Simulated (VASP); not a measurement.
# MgO (Fm-3m) in VASP: notebook

MgO is run at these levels: LDA; tasks: single point, relaxation of cell and atoms.

All numbers are computed with VASP 6.6.1; they aren't measurements. Logs are shortened: lines on timing, memory, paths and dates and some standing lists are left out, and cuts for length are marked.

## (1) The cell of the first run

The structure is cubic, space group Fm-3m (No. 225). Conventional cell: a = 4.107 Å, b = 4.107 Å, c = 4.107 Å, α = 90.00°, β = 90.00°, γ = 90.00°. Mg (site symmetry m-3m) has 6 O at 2.05 Å within 2.7 Å. Within 2.7 Å of O (site symmetry m-3m) lie 6 Mg at 2.05 Å.

## (2) Single point, LDA

The input, INCAR:

```
SYSTEM = MgO
PREC     = Accurate       ! precision mode
ENCUT    = 520            ! plane-wave cutoff, eV
EDIFF    = 1E-6           ! SCF threshold, eV
ISMEAR   = 0              ! smearing method
SIGMA    = 0.01           ! smearing width, eV
LREAL    = .False.        ! projectors in reciprocal space
LASPH    = .True.         ! aspherical terms in the spheres
NELM     = 60             ! most SCF steps
ALGO     = Normal         ! electronic algorithm
ISIF     = 2              ! what is computed and relaxed
LWAVE    = .False.        ! write WAVECAR
LCHARG   = .False.        ! write CHGCAR
NBANDS   = 11             ! bands
```

The input, KPOINTS:

```
regular mesh
0
Gamma
  10 10 10
  0 0 0
```

The input, POSCAR:

```
MgO
1.0
    0.0000000000      2.0537103591      2.0537103591
    2.0537103591      0.0000000000      2.0537103591
    2.0537103591      2.0537103591      0.0000000000
Mg O
1 1
Direct
    0.0000000000      0.0000000000      0.0000000000
    0.5000000000      0.5000000000      0.5000000000
```

Potentials or basis: VASP PAW LDA potentials, release 64 (Mg, O).

Command:

```bash
$ cat potpaw_LDA.64/Mg/POTCAR potpaw_LDA.64/O/POTCAR > POTCAR
$ mpirun -np 1 vasp_std > vasp.out
```

OUTCAR:

```text
SYSTEM = MgO
   PREC = Accurate
   ENCUT = 520
   EDIFF = 1E-6
   ISMEAR = 0
   LREAL = .False.
   LASPH = .True.
   NELM = 60
   ISIF = 2

 ion  position               nearest neighbor table
   1  0.000  0.000  0.000-   2 2.05   2 2.05   2 2.05   2 2.05   2 2.05   2 2.05
   2  0.500  0.500  0.500-   1 2.05   1 2.05   1 2.05   1 2.05   1 2.05   1 2.05

  LATTYP: Found a face centered cubic cell.
 ALAT       =     4.1074207182

  Lattice vectors:

 A1 = (   0.0000000000,   2.0537103591,   2.0537103591)
 A2 = (   2.0537103591,   0.0000000000,   2.0537103591)
 A3 = (   2.0537103591,   2.0537103591,   0.0000000000)

Analysis of symmetry for initial positions (statically):
=====================================================================
 Subroutine PRICEL returns:
 Original cell was already a primitive cell.

 Routine SETGRP: Setting up the symmetry group for a
 face centered cubic supercell.

 Subroutine GETGRP returns: Found 48 space group operations
 (whereof 48 operations were pure point group operations)
 out of a pool of 48 trial point group operations.

The static configuration has the point symmetry O_h .

Analysis of symmetry for dynamics (positions and initial velocities):
=====================================================================
 Subroutine PRICEL returns:
 Original cell was already a primitive cell.

 Routine SETGRP: Setting up the symmetry group for a
 face centered cubic supercell.

 Subroutine GETGRP returns: Found 48 space group operations
 (whereof 48 operations were pure point group operations)
 out of a pool of 48 trial point group operations.

The dynamic configuration has the point symmetry O_h .

 Subroutine INISYM returns: Found 48 space group operations
 (whereof 48 operations are pure point group operations),
 and found     1 'primitive' translations

----------------------------------------------------------------------------------------

                                     Primitive cell

  volume of cell :      17.3240

  direct lattice vectors                    reciprocal lattice vectors
     0.000000000  2.053710359  2.053710359    -0.243461790  0.243461790  0.243461790
     2.053710359  0.000000000  2.053710359     0.243461790 -0.243461790  0.243461790
     2.053710359  2.053710359  0.000000000     0.243461790  0.243461790 -0.243461790

  length of vectors
     2.904385043  2.904385043  2.904385043     0.421688190  0.421688190  0.421688190

  position of ions in fractional coordinates (direct lattice)
     0.000000000  0.000000000  0.000000000
     0.500000000  0.500000000  0.500000000

  ion indices of the primitive-cell ions
   primitive index   ion index
                 1           1
                 2           2

----------------------------------------------------------------------------------------

 KPOINTS: regular mesh

Automatic generation of k-mesh.
 Grid dimensions read from file:
 generate k-points for:   10   10   10

 Generating k-lattice:

  Cartesian coordinates                     Fractional coordinates (reciprocal lattice)
    -0.024346179  0.024346179  0.024346179     0.100000000  0.000000000  0.000000000
     0.024346179 -0.024346179  0.024346179     0.000000000  0.100000000  0.000000000
     0.024346179  0.024346179 -0.024346179     0.000000000  0.000000000  0.100000000

  Length of vectors
     0.042168819  0.042168819  0.042168819

  Shift w.r.t. Gamma in fractional coordinates (k-lattice)
     0.000000000  0.000000000  0.000000000

 Subroutine IBZKPT returns following result:
 ===========================================

 Found     47 irreducible k-points:

 Following reciprocal coordinates:
            Coordinates               Weight
  0.000000  0.000000  0.000000      1.000000
  0.100000  0.000000  0.000000      8.000000
  0.200000  0.000000  0.000000      8.000000
  0.300000  0.000000  0.000000      8.000000
  0.400000  0.000000  0.000000      8.000000
  0.500000  0.000000  0.000000      4.000000
[... 16 lines left out ...]
  0.300000  0.300000  0.000000      6.000000
  0.400000  0.300000  0.000000     24.000000
 [... further k-points ...]
   k-points           NKPTS =     47   k-points in BZ     NKDIM =     47   number of bands    NBANDS=     11
   number of dos      NEDOS =    301   number of ions     NIONS =      2
   total plane-waves  NPLWV =  13824
   dimension x,y,z NGX =    24 NGY =   24 NGZ =   24
   dimension x,y,z NGXF=    48 NGYF=   48 NGZF=   48
   ions per type =               1   1
   NGX,Y,Z   is equivalent  to a cutoff of  13.74, 13.74, 13.74 a.u.
   NGXF,Y,Z  is equivalent  to a cutoff of  27.48, 27.48, 27.48 a.u.
 SYSTEM =  MgO
   PREC   = accura    normal or accurate (medium, high low for compatibility)
   ISTART =      0    job   : 0-new  1-cont  2-samecut
   ICHARG =      2    charge: 1-file 2-atom 10-const
   ISPIN  =      1    spin polarized calculation?
   LNONCOLLINEAR =      F non collinear calculations
   LSORBIT =      F    spin-orbit coupling
   LASPH  =      T    aspherical Exc in radial PAW
   ENCUT  =  520.0 eV  38.22 Ry    6.18 a.u.   5.40  5.40  5.40*2*pi/ulx,y,z
   NELM   =     60;   NELMIN=  2; NELMDL= -5     # of ELM steps
   EDIFF  = 0.1E-05   stopping-criterion for ELM
   LREAL  =      F    real-space projection
   EDIFFG = 0.1E-04   stopping-criterion for IOM
   NSW    =      0    number of steps for IOM
   IBRION =     -1    ionic relax: 0-MD 1-quasi-New 2-CG
   NFREE  =      0    steps in history (QN), initial steepest desc. (CG)
   ISIF   =      2    stress and relaxation
   ISYM   =      2    0-nonsym 1-usesym 2-fastsym
   POTIM  = 0.5000    time-step for ionic-motion
   TEBEG  =    0.0;   TEEND  =   0.0 temperature during run
   PSTRESS=    0.0 pullay stress
   NELECT =       8.0000    total number of electrons
   NUPDOWN=      -1.0000    fix difference up-down
   EMIN   =  10.00;   EMAX   =-10.00  energy-range for DOS
   EFERMI =   0.00;   METHOD = LEGACY
   ISMEAR =     0;   SIGMA  =   0.01  broadening in eV -4-tet -1-fermi 0-gaus
   EFERMI_NEDOS =   21; number of points for ismear=-14 and -15
   IALGO  =     38    algorithm
   IMIX   =      4    mixing-type and parameters
     AMIX     =   0.40;   BMIX     =  1.00
     AMIX_MAG =   1.60;   BMIX_MAG =  1.00
  volume/ion in A,a.u.               =       8.66        58.45
  Fermi-wavevector in a.u.,A,eV,Ry     =   1.265384  2.391229 21.785599  1.601196
  Thomas-Fermi vector in A             =   2.398640
   LORBIT       =      0    0 simple, 1 ext, 2 COOP (PROOUT), +10 PAW based schemes
   GGA     = CA    functional components
   LHFCALC =     F    Hartree Fock is set to
   AEXX    =    0.0000 exact exchange contribution
   IVDW    =     0    specifies the selected vdW correction
   LEPSILON=     F    determine dielectric tensor
   LRPA    =     F    only Hartree local field effects (RPA)
 non-spin polarized calculation
 Gauss-broadening in eV      SIGMA  =   0.01
  energy-cutoff  :      520.00
  volume of cell :       17.32
 maximum number of plane-waves:       483
 NGX is ok and might be reduce to    24
   NGX = 11   NGY = 11   NGZ = 11

 number of electron       7.9999997 magnetization

 Free energy of the ion-electron system (eV)
  ---------------------------------------------------
  ext. energy  EPLUGINS =         0.00000000
  ---------------------------------------------------
  free energy    TOTEN  =       -13.43682472 eV

  energy without entropy =      -13.43682472  energy(sigma->0) =      -13.43682472

 E-fermi :   3.5601     XC(G=0): -11.9609

 val. band max:        3.4781680908   @ k =   0.0000   0.0000   0.0000
 cond. band min:       8.9069863939   @ k =   0.0000   0.0000   0.0000
 fundamental gap:      5.4288183031
 Fermi energy:         3.5601499058

 k-point     1 :       0.0000    0.0000    0.0000
  band No.  band energies     occupation
      1     -13.9374      2.00000
      2       3.4782      2.00000
      3       3.4782      2.00000
      4       3.4782      2.00000
      5       8.9070      0.00000
      6      19.4114      0.00000
      7      19.4114      0.00000
      8      19.4114      0.00000
      9      23.6383      0.00000
     10      25.3787      0.00000
     11      25.3787      0.00000

 k-point     2 :       0.1000    0.0000    0.0000
  band No.  band energies     occupation
      1     -13.8130      2.00000
      2       2.8038      2.00000
      3       3.3993      2.00000
      4       3.3993      2.00000
      5       9.5202      0.00000
      6      18.1647      0.00000
      7      19.6802      0.00000
      8      19.6802      0.00000
      9      24.7322      0.00000
     10      24.7322      0.00000
     11      25.4027      0.00000

 k-point     3 :       0.2000    0.0000    0.0000
  band No.  band energies     occupation
      1     -13.4675      2.00000
      2       1.3889      2.00000
      3       3.2000      2.00000
      4       3.2000      2.00000
      5      10.6792      0.00000
      6      16.6983      0.00000
      7      20.2568      0.00000
      8      20.2568      0.00000
      9      24.0637      0.00000
     10      24.0637      0.00000
     11      26.6301      0.00000

 k-point     4 :       0.3000    0.0000    0.0000
  band No.  band energies     occupation
      1     -12.9935      2.00000
      2      -0.0689      2.00000
      3       2.9667      2.00000
      4       2.9667      2.00000
      5      11.4908      0.00000
      6      16.1888      0.00000
      7      20.5022      0.00000
      8      20.5022      0.00000
      9      24.4987      0.00000
     10      24.4987      0.00000
     11      26.0272      0.00000
[... 239 lines left out ...]
 k-point    22 :      -0.2000    0.2000    0.0000
  band No.  band energies     occupation
      1     -12.8540      2.00000
      2       0.1507      2.00000
      3       1.9843      2.00000
      4       2.9570      2.00000
      5      12.5527      0.00000
      6      15.5697      0.00000
      7      19.1518      0.00000
      8      21.8576      0.00000
      9      22.2273      0.00000
     10      25.4135      0.00000
     11      29.2786      0.00000

 k-point    23 :       0.3000    0.3000    0.0000
  band No.  band energies     occupation
      1     -12.7551      2.00000
      2       0.0791      2.00000
      3       2.4415      2.00000
      4       2.4415      2.00000
      5      13.0083      0.00000
      6      13.8082      0.00000
      7      18.4487      0.00000
      8      22.0293      0.00000
      9      22.0293      0.00000
     10      28.1678      0.00000
     11      32.1188      0.00000

 k-point    24 :       0.4000    0.3000    0.0000
  band No.  band energies     occupation
      1     -12.4530      2.00000
      2      -0.4059      2.00000
      3       2.0338      2.00000
      4       2.2787      2.00000
      5      13.3812      0.00000
      6      13.9100      0.00000
      7      17.6153      0.00000
      8      22.3391      0.00000
      9      22.5640      0.00000
     10      28.9802      0.00000
     11      31.7168      0.00000

 [... further k-points ...]
[... 5 lines left out ...]
  --------------------------------------------------------------------------------------
  -------------------------------------------------------------------------------------
  Total        0.5728649      0.5728649      0.5728649      0.0000000      0.0000000     -0.0000000
  in kB       52.9803956     52.9803956     52.9803956      0.0000000      0.0000000     -0.0000000
  external PRESSURE =      52.9803956 kB  Pullay stress =       0.0000000 kB

 VOLUME and BASIS-vectors are now :
 -----------------------------------------------------------------------------
  energy-cutoff  :      520.00
  volume of cell :       17.32
      direct lattice vectors                 reciprocal lattice vectors
     0.000000000  2.053710359  2.053710359    -0.243461790  0.243461790  0.243461790
     2.053710359  0.000000000  2.053710359     0.243461790 -0.243461790  0.243461790
     2.053710359  2.053710359  0.000000000     0.243461790  0.243461790 -0.243461790

 POSITION                                       TOTAL-FORCE (eV/Angst)
 -----------------------------------------------------------------------------------
      0.00000      0.00000      0.00000        -0.000000     -0.000000      0.000000
      2.05371      2.05371      2.05371         0.000000      0.000000      0.000000
 -----------------------------------------------------------------------------------
    total drift:                               -0.000000     -0.000000      0.000000

  FREE ENERGIE OF THE ION-ELECTRON SYSTEM (eV)
  ---------------------------------------------------
  free  energy   TOTEN  =       -13.4368247168 eV

  energy  without entropy=      -13.4368247168  energy(sigma->0) =      -13.43682472
```

Run time: 5.1 s. Hardware: 1 thread of AMD EPYC 9R45 (Zen 5), shared host; peak memory 0.1 GiB.

Results:

- Free energy: -13.4368 eV
- Pressure: 5.3 GPa
- Band gap on the k mesh: 5.43 eV, direct

Levels at points of the mesh, in eV from the valence-band top:
| k point | band 2 | band 3 | band 4 | band 5 | band 6 | band 7 |
| --- | --- | --- | --- | --- | --- | --- |
| (0.00, 0.00, 0.00) | 0.00 | 0.00 | 0.00 | 5.43 | 15.93 | 15.93 |
| (0.50, 0.00, 0.00) | -5.05 | -0.76 | -0.76 | 8.22 | 13.26 | 16.78 |
| (0.50, 0.50, 0.00) | -4.48 | -1.48 | -1.48 | 8.95 | 10.54 | 13.70 |

## (3) Single point, LDA

This run uses another cell than the first one, of 8.54 Å³/atom, 0.986 times its volume.

The input, INCAR:

```
SYSTEM = MgO
ALGO = Normal
EDIFF = 1E-6
ENCUT = 520
GGA = CA
ISIF = 2
ISMEAR = 0
LASPH = .TRUE.
LCHARG = .FALSE.
LREAL = .FALSE.
LWAVE = .FALSE.
NBANDS = 11
NELM = 80
PREC = Accurate
SIGMA = 0.01
```

The input, KPOINTS:

```
k-points
0
G
  10 10 10
  0 0 0
```

The input, POSCAR:

```
MgO
1.0
    0.0000000000      2.0438260750      2.0438260750
    2.0438260750      0.0000000000      2.0438260750
    2.0438260750      2.0438260750      0.0000000000
Mg O
1 1
Direct
    0.0000000000      0.0000000000      0.0000000000
    0.5000000000      0.5000000000      0.5000000000
```

Potentials or basis: VASP PAW LDA potentials, release 64 (Mg, O).

Command:

```bash
$ cat potpaw_LDA.64/Mg/POTCAR potpaw_LDA.64/O/POTCAR > POTCAR
$ mpirun -np 1 vasp_std > vasp.out
```

It took 5 s on 1 thread of AMD EPYC 9R45 (Zen 5), shared host; peak memory 0.1 GiB.

The run converged. Its results:

```yaml
Free_energy: -13.4259 eV
Pressure: 8.3 GPa
Band_gap_on_the_k_mesh: 5.59 eV, direct
```

Levels at points of the mesh, in eV from the valence-band top:
```tsv
k point	band 1	band 2	band 3	band 4	band 5	band 6	band 7	band 8	band 9
(0.00, 0.00, 0.00)	-17.50	0.00	0.00	0.00	5.59	16.01	16.01	16.01	20.28
(0.50, 0.00, 0.00)	-15.90	-5.12	-0.78	-0.78	8.31	13.43	16.93	16.93	21.94
(0.50, 0.50, 0.00)	-15.60	-4.54	-1.50	-1.50	8.96	10.71	13.87	20.03	20.03
```

A hybrid or GW would open this gap; LDA tends to underestimate it.

## (4) Relaxation of cell and atoms, LDA, target pressure 1 GPa, at which the enthalpy is minimised

This run uses another cell than the first one, of 8.99 Å³/atom, 1.038 times its volume.

The input, INCAR:

```
SYSTEM = MgO
PREC = Accurate
ENCUT = 600
EDIFF = 1E-7
ISMEAR = 0
SIGMA = 0.01
LREAL = .FALSE.
LASPH = .TRUE.
NELM = 100
ALGO = Normal
ISIF = 3
LWAVE = .FALSE.
LCHARG = .FALSE.
IBRION = 2
NSW = 100
EDIFFG = -0.002
PSTRESS = 10.0
```

The input, KPOINTS:

```
regular mesh
0
G
  10 10 10
  0 0 0
```

The input, POSCAR:

```
MgO
1.0
    0.0000000000      2.0795917026      2.0795917026
    2.0795917026      0.0000000000      2.0795917026
    2.0795917026      2.0795917026      0.0000000000
Mg O
1 1
Direct
    0.0000000000      0.0000000000      0.0000000000
    0.5000000000      0.5000000000      0.5000000000
```

Command:

```bash
$ cat potpaw_LDA.64/Mg/POTCAR potpaw_LDA.64/O/POTCAR > POTCAR
$ mpirun -np 1 vasp_std > vasp.out
```

Run time: 8.1 s. Hardware: 1 thread of AMD EPYC 9R45 (Zen 5), shared host; peak memory 0.11 GiB.

It converged, with:

- Free energy: -13.4492 eV
- Relaxed volume: 8.84 Å³/atom
- Relaxed cell: a = 2.925 Å, b = 2.925 Å, c = 2.925 Å, α = 60.00°, β = 60.00°, γ = 60.00°
- Space group after relaxing (to 0.05 Å): Fm-3m (No. 225)
- Energy change on relaxing (the enthalpy is what falls): -0.5 meV/atom
- Ionic steps: 3
- Pressure after relaxing: 1.0 GPa
- Band gap on the k mesh: 5.21 eV, direct

The path:
```csv
step,energy change (eV),largest force (eV/Å),pressure (GPa),volume (Å³)
1,0.0000,0.0000,-1.95,17.99
2,0.0004,0.0000,2.36,17.56
3,-0.0009,0.0000,1.00,17.69
```

Final structure:
```
CELL_PARAMETERS angstrom
0.00000 2.06803 2.06803
2.06803 0.00000 2.06803
2.06803 2.06803 0.00000
ATOMIC_POSITIONS crystal
Mg 0.00000 0.00000 0.00000
O 0.50000 0.50000 0.50000
```

Levels at points of the mesh, in eV from the valence-band top:
| k point | band 2 | band 3 | band 4 | band 5 | band 6 | band 7 |
| --- | --- | --- | --- | --- | --- | --- |
| (0.00, 0.00, 0.00) | 0.00 | 0.00 | 0.00 | 5.21 | 15.82 | 15.82 |
| (0.50, 0.00, 0.00) | -4.95 | -0.73 | -0.73 | 8.08 | 13.02 | 16.56 |
| (0.50, 0.50, 0.00) | -4.38 | -1.45 | -1.45 | 8.94 | 10.31 | 13.48 |

Caveat: the cell is relaxed towards a set pressure, so the enthalpy falls and the energy may rise. LDA usually gives volumes a few per cent too small.

## (5) Overview

```tsv
task	cell	cutoff (eV)	gap on the mesh (eV)	pressure (GPa)
single point	a = 2.904 Å, angles 60.0°, 2 atoms	520	5.43	5.3
single point	a = 2.890 Å, angles 60.0°, 2 atoms	520	5.59	8.3
relaxation of cell and atoms	relaxed to 1 GPa from a = 2.941 Å, angles 60.0°, 2 atoms	600	5.21	1.0
```

Alike in all rows: level LDA; potentials or basis VASP PAW LDA potentials, release 64 (Mg, O); no spin polarisation; k mesh 10 × 10 × 10; smearing gaussian 0.01 eV.

Caveats: the cell is relaxed towards a set pressure, so the enthalpy falls and the energy may rise (some runs).

Absolute energies hang on the potentials; compare differences alone.
